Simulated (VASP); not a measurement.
# RbBr (P1) in VASP: single point with PBEsol

Aim: the single point of RbBr with PBEsol.

Everything below comes from runs of VASP 6.6.1. Logs are shortened: lines on timing, memory, paths and dates and some standing lists are left out, and cuts for length are marked.

### 1 The cell of the first run

The typed cell holds 16 atoms: a = 9.789 Å, b = 9.789 Å, c = 9.789 Å, α = 60.00°, β = 60.00°, γ = 60.00°.

### 2 Single point, PBEsol

The input, INCAR:

```
SYSTEM = RbBr
ALGO = Normal ; EDIFF = 1E-6
ENCUT = 520 ; GGA = PS
ISIF = 2 ; ISMEAR = -1
LASPH = .TRUE. ; LCHARG = .FALSE.
LREAL = Auto ; LWAVE = .FALSE.
NBANDS = 78 ; NELM = 100
PREC = Accurate ; SIGMA = 0.052
```

The input, KPOINTS:

```
k-points
0
G
  2 2 2
  0 0 0
```

The input, POSCAR:

```
RbBr
1.0
    0.0000000000      6.9216640948      6.9216640948
    6.9216640948      0.0000000000      6.9216640948
    6.9216640948      6.9216640948      0.0000000000
Rb Br
8 8
Direct
    0.0036972323     -0.0034878896      0.0028969912
   -0.0066567807     -0.0221227147      0.5131845393
    0.0022011325      0.4901170374      0.0195365591
   -0.0030050577      0.4950636080      0.4948493531
    0.5126974455     -0.0042419712      0.0166753975
    0.4941310288      0.0210618426      0.4847915117
    0.4906518076      0.5087731724     -0.0012040457
    0.5140657581      0.5068474072      0.4919700600
    0.2431319950      0.2444276372      0.2695149569
    0.2577805677      0.2517272546      0.7388862606
    0.2396149217      0.7654818159      0.2440114078
    0.2581741147      0.7428432570      0.7496878538
    0.7779390803      0.2220009493      0.2525492390
    0.7289536058      0.2587465927      0.7453659885
    0.7400016715      0.7713104720      0.2291964733
    0.7460796897      0.7520080329      0.7465066101
```

Potentials or basis: VASP PAW PBE potentials, release 64 (Rb_sv, Br).

Started as:

```console
cat potpaw_PBE.64/Rb_sv/POTCAR potpaw_PBE.64/Br/POTCAR > POTCAR
mpirun -np 1 vasp_std > vasp.out
```

OUTCAR:

```text
SYSTEM = RbBr
   EDIFF = 1E-6
   ENCUT = 520
   GGA = PS
   ISIF = 2
   ISMEAR = -1
   LASPH = .TRUE.
   LREAL = Auto
   NELM = 100
   PREC = Accurate

 ion  position               nearest neighbor table
   1  0.004  0.997  0.003-  13 3.29  11 3.30  15 3.39  12 3.51  10 3.53  14 3.69   5 4.74   7 4.77
                             6 4.86   2 4.86   4 4.86   3 4.88   3 4.91   4 4.93   2 4.94   6 4.94
   2  0.993  0.978  0.513-  16 3.28  13 3.30  11 3.35  12 3.48  14 3.56   9 3.58   4 4.80   5 4.83
                             6 4.83   1 4.86   8 4.87   3 4.87   3 4.93   1 4.94   8 4.95   5 4.98
   3  0.002  0.490  0.020-   9 3.40  13 3.42  15 3.42  12 3.52  10 3.60  16 3.66   4 4.65   8 4.70
                             7 4.78   2 4.87   5 4.87   1 4.88   1 4.91   5 4.92   2 4.93   7 5.02
   4  0.997  0.495  0.495-   9 3.30  14 3.49  10 3.50  16 3.52  11 3.55  15 3.62   3 4.65   8 4.68
                             6 4.76   2 4.80   7 4.85   1 4.86   1 4.93   7 4.95   2 4.99   6 5.04
   5  0.513  0.996  0.017-  15 3.05  14 3.34   9 3.48  11 3.50  16 3.57  10 3.69   6 4.62   8 4.72
                             1 4.74   2 4.83   7 4.83   3 4.87   3 4.92   7 4.97   2 4.98   1 5.05
   6  0.494  0.021  0.485-   9 3.23  10 3.36  13 3.38  15 3.50  16 3.56  12 3.57   5 4.62   4 4.76
                             7 4.77   2 4.83   1 4.86   8 4.89   8 4.90   1 4.94   2 4.99   7 5.02
   7  0.491  0.509  0.999-  12 3.34  16 3.45  11 3.47  14 3.49   9 3.55  13 3.75   6 4.77   1 4.77
                             3 4.78   5 4.83   4 4.85   8 4.86   8 4.94   4 4.95   5 4.97   1 5.02
   8  0.514  0.507  0.492-  14 3.25  15 3.40  12 3.42  10 3.54  11 3.62  13 3.64   4 4.68   3 4.70
                             5 4.72   7 4.86   2 4.87   6 4.89   6 4.90   7 4.94   2 4.95   5 5.07
   9  0.243  0.244  0.270-   6 3.23   4 3.30   3 3.40   5 3.48   7 3.55   2 3.58
  10  0.258  0.252  0.739-   6 3.36   4 3.50   1 3.53   8 3.54   3 3.60   5 3.69
  11  0.240  0.765  0.244-   1 3.30   2 3.35   7 3.47   5 3.50   4 3.55   8 3.62
  12  0.258  0.743  0.750-   7 3.34   8 3.42   2 3.48   1 3.51   3 3.52   6 3.57
  13  0.778  0.222  0.253-   1 3.29   2 3.30   6 3.38   3 3.42   8 3.64   7 3.75
  14  0.729  0.259  0.745-   8 3.25   5 3.34   7 3.49   4 3.49   2 3.56   1 3.69
  15  0.740  0.771  0.229-   5 3.05   1 3.39   8 3.40   3 3.42   6 3.50   4 3.62
  16  0.746  0.752  0.747-   2 3.28   7 3.45   4 3.52   6 3.56   5 3.57   3 3.66

  LATTYP: Found a face centered cubic cell.
 ALAT       =    13.8433281896

  Lattice vectors:

 A1 = (   0.0000000000,   6.9216640948,   6.9216640948)
 A2 = (   6.9216640948,   0.0000000000,   6.9216640948)
 A3 = (   6.9216640948,   6.9216640948,   0.0000000000)

Analysis of symmetry for initial positions (statically):
=====================================================================
 Subroutine PRICEL returns:
 Original cell was already a primitive cell.

 Routine SETGRP: Setting up the symmetry group for a
 face centered cubic supercell.

 Subroutine GETGRP returns: Found  1 space group operations
 (whereof  1 operations were pure point group operations)
 out of a pool of 48 trial point group operations.

The static configuration has the point symmetry C_1 .

Analysis of symmetry for dynamics (positions and initial velocities):
=====================================================================
 Subroutine PRICEL returns:
 Original cell was already a primitive cell.

 Routine SETGRP: Setting up the symmetry group for a
 face centered cubic supercell.

 Subroutine GETGRP returns: Found  1 space group operations
 (whereof  1 operations were pure point group operations)
 out of a pool of 48 trial point group operations.

The dynamic configuration has the point symmetry C_1 .

 Subroutine INISYM returns: Found  1 space group operations
 (whereof  1 operations are pure point group operations),
 and found     1 'primitive' translations

----------------------------------------------------------------------------------------

                                     Primitive cell

  volume of cell :     663.2260

  direct lattice vectors                    reciprocal lattice vectors
     0.000000000  6.921664095  6.921664095    -0.072236964  0.072236964  0.072236964
     6.921664095  0.000000000  6.921664095     0.072236964 -0.072236964  0.072236964
     6.921664095  6.921664095  0.000000000     0.072236964  0.072236964 -0.072236964

  length of vectors
     9.788711237  9.788711237  9.788711237     0.125118092  0.125118092  0.125118092

  position of ions in fractional coordinates (direct lattice)
     0.003697232  0.996512110  0.002896991
     0.993343219  0.977877285  0.513184539
     0.002201132  0.490117037  0.019536559
     0.996994942  0.495063608  0.494849353
     0.512697446  0.995758029  0.016675398
     0.494131029  0.021061843  0.484791512
[... 8 lines left out ...]
     0.740001671  0.771310472  0.229196473
     0.746079690  0.752008033  0.746506610

  ion indices of the primitive-cell ions
   primitive index   ion index
                 1           1
                 2           2
                 3           3
                 4           4
                 5           5
                 6           6
[... 8 lines left out ...]
                15          15
                16          16

----------------------------------------------------------------------------------------

 KPOINTS: k-points

Automatic generation of k-mesh.
 Grid dimensions read from file:
 generate k-points for:    2    2    2

 Generating k-lattice:

  Cartesian coordinates                     Fractional coordinates (reciprocal lattice)
    -0.036118482  0.036118482  0.036118482     0.500000000  0.000000000  0.000000000
     0.036118482 -0.036118482  0.036118482     0.000000000  0.500000000  0.000000000
     0.036118482  0.036118482 -0.036118482     0.000000000  0.000000000  0.500000000

  Length of vectors
     0.062559046  0.062559046  0.062559046

  Shift w.r.t. Gamma in fractional coordinates (k-lattice)
     0.000000000  0.000000000  0.000000000

 Subroutine IBZKPT returns following result:
 ===========================================

 Found      8 irreducible k-points:

 Following reciprocal coordinates:
            Coordinates               Weight
  0.000000  0.000000  0.000000      1.000000
  0.500000  0.000000  0.000000      1.000000
  0.000000  0.500000  0.000000      1.000000
  0.000000  0.000000  0.500000      1.000000
  0.500000  0.500000  0.500000      1.000000
  0.500000  0.500000  0.000000      1.000000
  0.000000  0.500000  0.500000      1.000000
  0.500000  0.000000  0.500000      1.000000
   k-points           NKPTS =      8   k-points in BZ     NKDIM =      8   number of bands    NBANDS=     78
   number of dos      NEDOS =    301   number of ions     NIONS =     16
   total plane-waves  NPLWV = 512000
   dimension x,y,z NGX =    80 NGY =   80 NGZ =   80
   dimension x,y,z NGXF=   160 NGYF=  160 NGZF=  160
   ions per type =               8   8
   NGX,Y,Z   is equivalent  to a cutoff of  13.59, 13.59, 13.59 a.u.
   NGXF,Y,Z  is equivalent  to a cutoff of  27.17, 27.17, 27.17 a.u.
 SYSTEM =  RbBr
   PREC   = accura    normal or accurate (medium, high low for compatibility)
   ISTART =      0    job   : 0-new  1-cont  2-samecut
   ICHARG =      2    charge: 1-file 2-atom 10-const
   ISPIN  =      1    spin polarized calculation?
   LNONCOLLINEAR =      F non collinear calculations
   LSORBIT =      F    spin-orbit coupling
   LASPH  =      T    aspherical Exc in radial PAW
   ENCUT  =  520.0 eV  38.22 Ry    6.18 a.u.  18.20 18.20 18.20*2*pi/ulx,y,z
   NELM   =    100;   NELMIN=  2; NELMDL= -5     # of ELM steps
   EDIFF  = 0.1E-05   stopping-criterion for ELM
   LREAL  =      T    real-space projection
   EDIFFG = 0.1E-04   stopping-criterion for IOM
   NSW    =      0    number of steps for IOM
   IBRION =     -1    ionic relax: 0-MD 1-quasi-New 2-CG
   NFREE  =      0    steps in history (QN), initial steepest desc. (CG)
   ISIF   =      2    stress and relaxation
   ISYM   =      2    0-nonsym 1-usesym 2-fastsym
   POTIM  = 0.5000    time-step for ionic-motion
   TEBEG  =    0.0;   TEEND  =   0.0 temperature during run
   PSTRESS=    0.0 pullay stress
   NELECT =     128.0000    total number of electrons
   NUPDOWN=      -1.0000    fix difference up-down
   EMIN   =  10.00;   EMAX   =-10.00  energy-range for DOS
   EFERMI =   0.00;   METHOD = LEGACY
   ISMEAR =    -1;   SIGMA  =   0.05  broadening in eV -4-tet -1-fermi 0-gaus
   EFERMI_NEDOS =   21; number of points for ismear=-14 and -15
   IALGO  =     38    algorithm
   IMIX   =      4    mixing-type and parameters
     AMIX     =   0.40;   BMIX     =  1.00
     AMIX_MAG =   1.60;   BMIX_MAG =  1.00
  volume/ion in A,a.u.               =      41.45       279.73
  Fermi-wavevector in a.u.,A,eV,Ry     =   0.946072  1.787817 12.177931  0.895053
  Thomas-Fermi vector in A             =   2.074035
   LORBIT       =      0    0 simple, 1 ext, 2 COOP (PROOUT), +10 PAW based schemes
   GGA     = PS    functional components
   LHFCALC =     F    Hartree Fock is set to
   AEXX    =    0.0000 exact exchange contribution
   IVDW    =     0    specifies the selected vdW correction
   LEPSILON=     F    determine dielectric tensor
   LRPA    =     F    only Hartree local field effects (RPA)
 non-spin polarized calculation
  energy-cutoff  :      520.00
  volume of cell :      663.23
 maximum number of plane-waves:     17933
 NGX is ok and might be reduce to    80
   NGX = 37   NGY = 37   NGZ = 37

 number of electron     128.0000000 magnetization

 Free energy of the ion-electron system (eV)
  ---------------------------------------------------
  ext. energy  EPLUGINS =         0.00000000
  ---------------------------------------------------
  free energy    TOTEN  =       -50.48332446 eV

  energy without entropy =      -50.48332446  energy(sigma->0) =      -50.48332446

 E-fermi :  -0.6015     XC(G=0):  -7.2732

 val. band max:       -1.8634626187   @ k =   0.0000   0.0000   0.0000
 cond. band min:       2.1871653752   @ k =   0.0000   0.0000   0.0000
 fundamental gap:      4.0506279939
 Fermi energy:        -0.6014507665

 k-point     1 :       0.0000    0.0000    0.0000
  band No.  band energies     occupation
      1     -26.4904      2.00000
      2     -26.4758      2.00000
      3     -26.4600      2.00000
      4     -26.4006      2.00000
      5     -26.3141      2.00000
      6     -26.2690      2.00000
[... 68 lines left out ...]
     75       4.9588      0.00000
     76       5.1792      0.00000

 k-point     2 :       0.5000    0.0000    0.0000
  band No.  band energies     occupation
      1     -26.4903      2.00000
      2     -26.4758      2.00000
      3     -26.4601      2.00000
      4     -26.4006      2.00000
      5     -26.3140      2.00000
      6     -26.2690      2.00000
[... 68 lines left out ...]
     75       5.0107      0.00000
     76       5.1058      0.00000

 k-point     3 :       0.0000    0.5000    0.0000
  band No.  band energies     occupation
      1     -26.4904      2.00000
      2     -26.4757      2.00000
      3     -26.4600      2.00000
      4     -26.4005      2.00000
      5     -26.3141      2.00000
      6     -26.2690      2.00000
[... 384 lines left out ...]
     75       4.9403      0.00000
     76       4.9869      0.00000

 k-point     8 :       0.5000    0.0000    0.5000
  band No.  band energies     occupation
      1     -26.4902      2.00000
      2     -26.4758      2.00000
      3     -26.4600      2.00000
      4     -26.4006      2.00000
      5     -26.3141      2.00000
      6     -26.2688      2.00000
[... 68 lines left out ...]
     75       4.9437      0.00000
     76       4.9730      0.00000
 [bands above 76 left out]

------------------------ aborting loop because EDIFF is reached ----------------------------------------

  FORCE on cell =-STRESS in cart. coord.  units (eV):
  Direction    XX          YY          ZZ          XY          YZ          ZX
  --------------------------------------------------------------------------------------
  -------------------------------------------------------------------------------------
  Total       -1.1363532      0.9874043     -1.3874036     -0.0219596      0.0548528     -0.0429369
  in kB       -2.7451266      2.3853057     -3.3515974     -0.0530485      0.1325098     -0.1037242
  external PRESSURE =      -1.2371394 kB  Pullay stress =       0.0000000 kB

 VOLUME and BASIS-vectors are now :
 -----------------------------------------------------------------------------
  energy-cutoff  :      520.00
  volume of cell :      663.23
      direct lattice vectors                 reciprocal lattice vectors
     0.000000000  6.921664095  6.921664095    -0.072236964  0.072236964  0.072236964
     6.921664095  0.000000000  6.921664095     0.072236964 -0.072236964  0.072236964
     6.921664095  6.921664095  0.000000000     0.072236964  0.072236964 -0.072236964

 POSITION                                       TOTAL-FORCE (eV/Angst)
 -----------------------------------------------------------------------------------
      6.91757      0.04564      6.92311        -0.124590     -0.147015      0.150975
     10.32063     10.42768     13.64413         0.102114      0.101434      0.152355
      3.52765      0.15046      3.40766        -0.197114     -0.150978      0.059227
      6.85184     10.32605     10.32753         0.219633      0.064116      0.029530
      7.00772      3.66414     10.44102        -0.077290     -0.748727     -0.106091
      3.50135      6.77577      3.56599         0.003326      0.317092     -0.105271
[... 8 lines left out ...]
      6.92517      6.70846     10.46079        -0.025366      0.654913     -0.035739
     10.37221     10.33118     10.36926        -0.003249      0.072540     -0.161413
 -----------------------------------------------------------------------------------
    total drift:                                0.011642      0.001598      0.000430

  FREE ENERGIE OF THE ION-ELECTRON SYSTEM (eV)
  ---------------------------------------------------
  free  energy   TOTEN  =       -50.4833244629 eV

  energy  without entropy=      -50.4833244629  energy(sigma->0) =      -50.48332446
```

Run time: 11 min. Hardware: 1 thread of Intel Xeon Platinum 8488C (Sapphire Rapids), shared host; peak memory 1 GiB.

Results:

```
Free energy            : -50.4833 eV
Pressure               : -0.1 GPa
Largest force          : 0.760 eV/Å
Band gap on the k mesh : 4.05 eV
```

Forces in eV/Å, atoms in the order of the input:
```
Rb  -0.125 -0.147  0.151
Rb   0.102  0.101  0.152
Rb  -0.197 -0.151  0.059
Rb   0.220  0.064  0.030
Rb  -0.077 -0.749 -0.106
Rb   0.003  0.317 -0.105
Rb  -0.029  0.111  0.049
Rb  -0.031 -0.191 -0.191
Br  -0.100 -0.190  0.048
Br   0.132 -0.017 -0.012
Br  -0.145  0.194 -0.044
Br   0.055 -0.074 -0.024
Br   0.226 -0.247  0.059
Br  -0.005  0.251  0.131
Br  -0.025  0.655 -0.036
Br  -0.003  0.073 -0.161
```

Caveat: the atoms stand as in a frame of molecular dynamics; the PAW data sets were made with another functional, which shifts forces and pressure a little.
